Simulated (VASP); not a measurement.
# Ir (P6_3/mmc) in VASP: a series of runs

The runs below take Ir through single point, with PBE.

Program: VASP 6.6.1. These are calculated values, not measurements. Logs are shortened: lines on timing, memory, paths and dates and some standing lists are left out, and cuts for length are marked.

## (1) The cell of the first run

It takes space group P6_3/mmc (No. 194, hexagonal). Conventional cell: a = 2.620 Å, b = 2.620 Å, c = 4.601 Å, α = 90.00°, β = 90.00°, γ = 120.00°. Within 3.5 Å of Ir (site symmetry -6m2) lie 12 Ir at 2.62 to 2.75 Å.

## (2) Single point, PBE

INCAR reads:

```
SYSTEM = Ir
PREC = Accurate ; ENCUT = 520
EDIFF = 1E-6 ; ISMEAR = 0
SIGMA = 0.15 ; LREAL = .False.
LASPH = .True. ; NELM = 80
ALGO = Normal ; ISIF = 2
LWAVE = .False. ; LCHARG = .False.
GGA = PE ; NBANDS = 16
```

KPOINTS reads:

```
Automatic mesh
0
Gamma
  18 18 10
  0 0 0
```

POSCAR reads:

```
Ir
1.0
    2.6196000000      0.0000000000      0.0000000000
   -1.3098000000      2.2686401478      0.0000000000
    0.0000000000      0.0000000000      4.6014000000
Ir
2
Direct
    0.6666666667      0.3333333333      0.7500000000
    0.3333333333      0.6666666667      0.2500000000
```

Potentials or basis: VASP PAW PBE potentials, release 64 (Ir).

Command:

```sh
$ cat potpaw_PBE.64/Ir/POTCAR > POTCAR
$ mpirun -np 1 vasp_std > vasp.out
```

OUTCAR:

```text
SYSTEM = Ir
   PREC = Accurate
   ENCUT = 520
   EDIFF = 1E-6
   ISMEAR = 0
   LREAL = .False.
   LASPH = .True.
   NELM = 80
   ISIF = 2
   GGA = PE

 ion  position               nearest neighbor table
   1  0.667  0.333  0.750-   2 2.75   2 2.75   2 2.75   2 2.75   2 2.75   2 2.75
   2  0.333  0.667  0.250-   1 2.75   1 2.75   1 2.75   1 2.75   1 2.75   1 2.75

  LATTYP: Found a hexagonal cell.
 ALAT       =     2.6196000000
 C/A-ratio  =     1.7565277142

  Lattice vectors:

 A1 = (   2.6196000000,   0.0000000000,   0.0000000000)
 A2 = (  -1.3098000000,   2.2686401478,   0.0000000000)
 A3 = (   0.0000000000,   0.0000000000,   4.6014000000)

Analysis of symmetry for initial positions (statically):
=====================================================================
 Subroutine PRICEL returns:
 Original cell was already a primitive cell.

 Routine SETGRP: Setting up the symmetry group for a
 hexagonal supercell.

 Subroutine GETGRP returns: Found 24 space group operations
 (whereof 12 operations were pure point group operations)
 out of a pool of 24 trial point group operations.

The static configuration has the point symmetry D_3d.
 The point group associated with its full space group is D_6h.

Analysis of symmetry for dynamics (positions and initial velocities):
=====================================================================
 Subroutine PRICEL returns:
 Original cell was already a primitive cell.

 Routine SETGRP: Setting up the symmetry group for a
 hexagonal supercell.

 Subroutine GETGRP returns: Found 24 space group operations
 (whereof 12 operations were pure point group operations)
 out of a pool of 24 trial point group operations.

The dynamic configuration has the point symmetry D_3d.
 The point group associated with its full space group is D_6h.

 Subroutine INISYM returns: Found 24 space group operations
 (whereof 12 operations are pure point group operations),
 and found     1 'primitive' translations

----------------------------------------------------------------------------------------

                                     Primitive cell

  volume of cell :      27.3458

  direct lattice vectors                    reciprocal lattice vectors
     2.619600000  0.000000000  0.000000000     0.381737670  0.220396346  0.000000000
    -1.309800000  2.268640148  0.000000000     0.000000000  0.440792693  0.000000000
     0.000000000  0.000000000  4.601400000     0.000000000  0.000000000  0.217325162

  length of vectors
     2.619600000  2.619600000  4.601400000     0.440792693  0.440792693  0.217325162

  position of ions in fractional coordinates (direct lattice)
     0.666666667  0.333333333  0.750000000
     0.333333333  0.666666667  0.250000000

  ion indices of the primitive-cell ions
   primitive index   ion index
                 1           1
                 2           2

----------------------------------------------------------------------------------------

 KPOINTS: Automatic mesh

Automatic generation of k-mesh.
 Grid dimensions read from file:
 generate k-points for:   18   18   10

 Generating k-lattice:

  Cartesian coordinates                     Fractional coordinates (reciprocal lattice)
     0.021207648  0.012244241  0.000000000     0.055555556 -0.000000000  0.000000000
     0.000000000  0.024488483  0.000000000     0.000000000  0.055555556  0.000000000
     0.000000000  0.000000000  0.021732516     0.000000000  0.000000000  0.100000000

  Length of vectors
     0.024488483  0.024488483  0.021732516

  Shift w.r.t. Gamma in fractional coordinates (k-lattice)
     0.000000000  0.000000000  0.000000000

 Subroutine IBZKPT returns following result:
 ===========================================

 Found    222 irreducible k-points:

 Following reciprocal coordinates:
            Coordinates               Weight
  0.000000  0.000000  0.000000      1.000000
  0.055556 -0.000000  0.000000      6.000000
  0.111111 -0.000000  0.000000      6.000000
  0.166667 -0.000000  0.000000      6.000000
  0.222222  0.000000  0.000000      6.000000
  0.277778 -0.000000  0.000000      6.000000
[... 16 lines left out ...]
  0.333333  0.111111  0.000000     12.000000
  0.388889  0.111111  0.000000     12.000000
 [... further k-points ...]
   k-points           NKPTS =    222   k-points in BZ     NKDIM =    222   number of bands    NBANDS=     16
   number of dos      NEDOS =    301   number of ions     NIONS =      2
   total plane-waves  NPLWV =  14400
   dimension x,y,z NGX =    20 NGY =   20 NGZ =   36
   dimension x,y,z NGXF=    40 NGYF=   40 NGZF=   72
   ions per type =               2
   NGX,Y,Z   is equivalent  to a cutoff of  12.69, 12.69, 13.01 a.u.
   NGXF,Y,Z  is equivalent  to a cutoff of  25.38, 25.38, 26.01 a.u.
 SYSTEM =  Ir
   PREC   = accura    normal or accurate (medium, high low for compatibility)
   ISTART =      0    job   : 0-new  1-cont  2-samecut
   ICHARG =      2    charge: 1-file 2-atom 10-const
   ISPIN  =      1    spin polarized calculation?
   LNONCOLLINEAR =      F non collinear calculations
   LSORBIT =      F    spin-orbit coupling
   LASPH  =      T    aspherical Exc in radial PAW
   ENCUT  =  520.0 eV  38.22 Ry    6.18 a.u.   4.87  4.87  8.56*2*pi/ulx,y,z
   NELM   =     80;   NELMIN=  2; NELMDL= -5     # of ELM steps
   EDIFF  = 0.1E-05   stopping-criterion for ELM
   LREAL  =      F    real-space projection
   EDIFFG = 0.1E-04   stopping-criterion for IOM
   NSW    =      0    number of steps for IOM
   IBRION =     -1    ionic relax: 0-MD 1-quasi-New 2-CG
   NFREE  =      0    steps in history (QN), initial steepest desc. (CG)
   ISIF   =      2    stress and relaxation
   ISYM   =      2    0-nonsym 1-usesym 2-fastsym
   POTIM  = 0.5000    time-step for ionic-motion
   TEBEG  =    0.0;   TEEND  =   0.0 temperature during run
   PSTRESS=    0.0 pullay stress
   NELECT =      18.0000    total number of electrons
   NUPDOWN=      -1.0000    fix difference up-down
   EMIN   =  10.00;   EMAX   =-10.00  energy-range for DOS
   EFERMI =   0.00;   METHOD = LEGACY
   ISMEAR =     0;   SIGMA  =   0.15  broadening in eV -4-tet -1-fermi 0-gaus
   EFERMI_NEDOS =   21; number of points for ismear=-14 and -15
   IALGO  =     38    algorithm
   IMIX   =      4    mixing-type and parameters
     AMIX     =   0.40;   BMIX     =  1.00
     AMIX_MAG =   1.60;   BMIX_MAG =  1.00
  volume/ion in A,a.u.               =      13.67        92.27
  Fermi-wavevector in a.u.,A,eV,Ry     =   1.424084  2.691128 27.592805  2.028014
  Thomas-Fermi vector in A             =   2.544612
   LORBIT       =      0    0 simple, 1 ext, 2 COOP (PROOUT), +10 PAW based schemes
   GGA     = PE    functional components
   LHFCALC =     F    Hartree Fock is set to
   AEXX    =    0.0000 exact exchange contribution
   IVDW    =     0    specifies the selected vdW correction
   LEPSILON=     F    determine dielectric tensor
   LRPA    =     F    only Hartree local field effects (RPA)
 non-spin polarized calculation
 Gauss-broadening in eV      SIGMA  =   0.15
  energy-cutoff  :      520.00
  volume of cell :       27.35
 maximum number of plane-waves:       756
 NGX is ok and might be reduce to    20
   NGX =  9   NGY =  9   NGZ = 17

 number of electron      18.0000000 magnetization

 Free energy of the ion-electron system (eV)
  ---------------------------------------------------
  ext. energy  EPLUGINS =         0.00000000
  ---------------------------------------------------
  free energy    TOTEN  =       -17.25761122 eV

  energy without entropy =      -17.23345466  energy(sigma->0) =      -17.24553294

 E-fermi :  11.0214     XC(G=0): -14.1851

 val. band max:       11.0202117342   @ k =   0.2222   0.1111   0.4000
 cond. band min:      11.0277045037   @ k =   0.0556  -0.0000   0.4000
 fundamental gap:      0.0074927696
 Fermi energy:        11.0214064939

 k-point     1 :       0.0000    0.0000    0.0000
  band No.  band energies     occupation
      1      -0.4798      2.00000
      2       2.3349      2.00000
      3       6.1535      2.00000
      4       7.0844      2.00000
      5       7.0844      2.00000
      6       7.5961      2.00000
[... 8 lines left out ...]
     15      26.3465      0.00000
     16      28.3750      0.00000

 k-point     2 :       0.0556   -0.0000    0.0000
  band No.  band energies     occupation
      1      -0.3439      2.00000
      2       2.4683      2.00000
      3       6.1680      2.00000
      4       7.0394      2.00000
      5       7.2025      2.00000
      6       7.5085      2.00000
[... 8 lines left out ...]
     15      26.5696      0.00000
     16      28.6322      0.00000

 k-point     3 :       0.1111   -0.0000    0.0000
  band No.  band energies     occupation
      1       0.0512      2.00000
      2       2.8429      2.00000
      3       6.1268      2.00000
      4       6.9886      2.00000
      5       7.3243      2.00000
      6       7.5519      2.00000
[... 8 lines left out ...]
     15      27.1753      0.00000
     16      29.3030      0.00000

 k-point     4 :       0.1667   -0.0000    0.0000
  band No.  band energies     occupation
      1       0.6640      2.00000
      2       3.3592      2.00000
      3       5.9638      2.00000
      4       6.7871      2.00000
      5       6.8604      2.00000
      6       7.4835      2.00000
[... 8 lines left out ...]
     15      27.8190      0.00000
     16      29.7298      0.00000

 k-point     5 :       0.2222    0.0000    0.0000
  band No.  band energies     occupation
      1       1.4149      2.00000
      2       3.7640      2.00000
      3       5.9525      2.00000
      4       5.9684      2.00000
      5       6.4829      2.00000
      6       8.0661      2.00000
[... 8 lines left out ...]
     15      27.4582      0.00000
     16      29.3292      0.00000

 k-point     6 :       0.2778   -0.0000    0.0000
  band No.  band energies     occupation
      1       2.1682      2.00000
      2       3.7797      2.00000
      3       5.2067      2.00000
      4       6.1920      2.00000
      5       6.5065      2.00000
      6       7.7580      2.00000
[... 8 lines left out ...]
     15      26.5403      0.00000
     16      27.8175      0.00000

 k-point     7 :       0.3333   -0.0000    0.0000
  band No.  band energies     occupation
      1       2.7378      2.00000
      2       3.5532      2.00000
      3       4.5951      2.00000
      4       6.3235      2.00000
      5       7.1438      2.00000
      6       7.3924      2.00000
[... 8 lines left out ...]
     15      25.7140      0.00000
     16      26.3745      0.00000

 k-point     8 :       0.3889    0.0000    0.0000
  band No.  band energies     occupation
      1       3.0029      2.00000
      2       3.3261      2.00000
      3       4.1482      2.00000
      4       6.7236      2.00000
      5       7.1121      2.00000
      6       7.6139      2.00000
[... 8 lines left out ...]
     15      25.0814      0.00000
     16      25.1088      0.00000

 k-point     9 :       0.4444    0.0000    0.0000
  band No.  band energies     occupation
      1       3.0117      2.00000
      2       3.2307      2.00000
      3       3.8759      2.00000
      4       6.9369      2.00000
      5       7.2495      2.00000
      6       7.4865      2.00000
[... 8 lines left out ...]
     15      23.8623      0.00000
     16      24.1989      0.00000
[... 172 lines left out ...]
 k-point    19 :       0.1111    0.1111    0.0000
  band No.  band energies     occupation
      1       1.0229      2.00000
      2       3.6935      2.00000
      3       5.7306      2.00000
      4       6.5099      2.00000
      5       6.8174      2.00000
      6       7.3143      2.00000
[... 8 lines left out ...]
     15      28.4678      0.00000
     16      28.5182      0.00000

 k-point    20 :       0.1667    0.1111    0.0000
  band No.  band energies     occupation
      1       1.7692      2.00000
      2       4.1812      2.00000
      3       5.5108      2.00000
      4       5.7894      2.00000
      5       6.5781      2.00000
      6       7.5458      2.00000
[... 8 lines left out ...]
     15      27.1102      0.00000
     16      27.9462      0.00000

 k-point    21 :       0.2222    0.1111    0.0000
  band No.  band energies     occupation
      1       2.5496      2.00000
      2       4.2403      2.00000
      3       5.1409      2.00000
      4       5.6932      2.00000
      5       6.5396      2.00000
      6       7.2067      2.00000
[... 8 lines left out ...]
     15      25.8858      0.00000
     16      27.0307      0.00000

 k-point    22 :       0.2778    0.1111    0.0000
  band No.  band energies     occupation
      1       3.1736      2.00000
      2       3.9815      2.00000
      3       4.6052      2.00000
      4       6.0567      2.00000
      5       6.9233      2.00000
      6       6.9748      2.00000
[... 8 lines left out ...]
     15      24.5300      0.00000
     16      26.2800      0.00000

 k-point    23 :       0.3333    0.1111    0.0000
  band No.  band energies     occupation
      1       3.4796      2.00000
      2       3.7312      2.00000
      3       4.2074      2.00000
      4       6.5446      2.00000
      5       6.8542      2.00000
      6       7.4302      2.00000
[... 8 lines left out ...]
     15      23.1874      0.00000
     16      25.7098      0.00000

 k-point    24 :       0.3889    0.1111    0.0000
  band No.  band energies     occupation
      1       3.4728      2.00000
      2       3.6545      2.00000
      3       3.9630      2.00000
      4       6.8364      2.00000
      5       7.1113      2.00000
      6       7.2983      2.00000
[... 8 lines left out ...]
     15      22.0002      0.00000
     16      25.0900      0.00000

 [... further k-points ...]
[... 5 lines left out ...]
  --------------------------------------------------------------------------------------
  -------------------------------------------------------------------------------------
  Total        7.1372072      7.1372072      0.7134037     -0.0000000      0.0000000      0.0000000
  in kB      418.1656028    418.1656028     41.7979836     -0.0000000      0.0000000      0.0000000
  external PRESSURE =     292.7097297 kB  Pullay stress =       0.0000000 kB

 VOLUME and BASIS-vectors are now :
 -----------------------------------------------------------------------------
  energy-cutoff  :      520.00
  volume of cell :       27.35
      direct lattice vectors                 reciprocal lattice vectors
     2.619600000  0.000000000  0.000000000     0.381737670  0.220396346  0.000000000
    -1.309800000  2.268640148  0.000000000     0.000000000  0.440792693  0.000000000
     0.000000000  0.000000000  4.601400000     0.000000000  0.000000000  0.217325162

 POSITION                                       TOTAL-FORCE (eV/Angst)
 -----------------------------------------------------------------------------------
      1.30980      0.75621      3.45105         0.000000      0.000000      0.000000
     -0.00000      1.51243      1.15035        -0.000000     -0.000000      0.000000
 -----------------------------------------------------------------------------------
    total drift:                               -0.000000      0.000000     -0.000000

  FREE ENERGIE OF THE ION-ELECTRON SYSTEM (eV)
  ---------------------------------------------------
  free  energy   TOTEN  =       -17.2576112179 eV

  energy  without entropy=      -17.2334546591  energy(sigma->0) =      -17.24553294
```

Wall time 44 s (1 thread of Intel Xeon Platinum 8488C (Sapphire Rapids), shared host); peak memory 0.2 GiB.

Results:

```
Free energy            : -17.2576 eV
Pressure               : 29.3 GPa
Band gap on the k mesh : zero (band 9 reaches 12.64 eV, above the bottom of band 10 at 8.73 eV)
```

Levels at points of the mesh, in eV from the Fermi level:
| k point | band 5 | band 6 | band 7 | band 8 | band 9 | band 10 | band 11 | band 12 | band 13 | band 14 |
| --- | --- | --- | --- | --- | --- | --- | --- | --- | --- | --- |
| (0.00, 0.00, 0.00) | -3.94 | -3.43 | -3.43 | -1.68 | -1.68 | -1.57 | 0.48 | 0.48 | 6.40 | 14.77 |
| (0.50, 0.00, 0.00) | -3.58 | -3.44 | -3.16 | 0.80 | 1.46 | 1.74 | 3.36 | 4.96 | 8.70 | 9.80 |
| (0.00, 0.00, 0.50) | -3.91 | -3.91 | -3.91 | -3.91 | -0.29 | -0.29 | -0.29 | -0.29 | 12.98 | 12.98 |
| (0.50, 0.00, 0.50) | -1.80 | -1.80 | -0.89 | -0.89 | 1.62 | 1.62 | 2.15 | 2.15 | 8.53 | 8.53 |

Caveat: spin-orbit coupling is left out, which moves the levels of the heavy elements.

(Continued in part 2 of 2.)
